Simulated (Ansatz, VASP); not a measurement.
## Two plane-wave programs on WS2

The input INCAR:

```
SYSTEM = WS2
  PREC = Accurate
  ENCUT = 520
  EDIFF = 1E-6
  ISMEAR = 0
  SIGMA = 0.05
  LREAL = .False.
  LASPH = .True.
  NELM = 100
  ALGO = Normal
  ISIF = 2
  LWAVE = .False.
  LCHARG = .False.
  GGA = PE
  IVDW = 12
  NBANDS = 20
```

Contents of KPOINTS:

```
Automatic mesh
0
Gamma
  12 12 2
  0 0 0
```

POSCAR

```
WS2
1.0
    3.1336600261      0.0000000000      0.0000000000
   -1.5668300130      2.7138291894      0.0000000000
    0.0000000000      0.0000000000     16.7992484574
W S
1 2
Direct
    0.3333333333      0.6666666667      0.0000000000
    0.6666666667      0.3333333333      0.9103888015
    0.6666666667      0.3333333333      0.0896111985
```

Input for Ansatz:

```yaml
crystal:
  lattice:
    - [3.1336600261, 0.0, 0.0]
    - [-1.566830013, 2.7138291894, 0.0]
    - [0.0, 0.0, 16.7992484574]
  atoms:
    - { symbol: W, position: [0.3333333333, 0.6666666667, 0.0] }
    - { symbol: S, position: [0.6666666667, 0.3333333333, 0.9103888015] }
    - { symbol: S, position: [0.6666666667, 0.3333333333, 0.0896111985] }
basis:
  ecutwfc: 420
kpoints:
  mp_grid: { grid: [12, 12, 2] }
hamiltonian:
  xc: pbe
  pseudopotentials: { kind: paw, azcp: { folder: soft_1 } }
  dispersion: d3bj
scf:
  occupations: { method: gaussian, width: 0.05 }
output:
  forces: true
  stress: true
  eigenvalues: true
  write_density: true
  write_potential: true
  elf: true
  volumetric_format: npy
```

Change from the starting cell: mode 8 frozen in at +0.058 Å, equal normal strain along x, y and z -0.0083.

Alike in both runs: task single point; functional PBE; dispersion D3(BJ); k mesh 12 × 12 × 2; occupations gaussian, width 0.05 eV; no spin polarisation.

|  | VASP | Ansatz |
| --- | --- | --- |
| version | VASP 6.6.1 | Ansatz 0.2.0 |
| potentials or method | VASP PAW PBE potentials, release 64 (W_sv, S), cutoff 520 eV | scalar-relativistic, plane waves, PAW |
| valence electrons in the cell | 26 | 26 |

VASP gave:

```
gap on the k mesh at the Fermi level (eV) : 1.68
least direct gap on the mesh (eV)         : 1.82
rms of the force components (eV/Å)        : 0.839
```

Q: Which values does Ansatz return?

A: gap on the k mesh at the Fermi level (eV): 1.67; least direct gap on the mesh (eV): 1.82; rms of the force components (eV/Å): 0.839.

Atom by atom the forces differ by 0.000 eV/Å (rms over components). Ansatz's warnings: xc potential rough in thin density.

Spin-orbit coupling is off throughout.
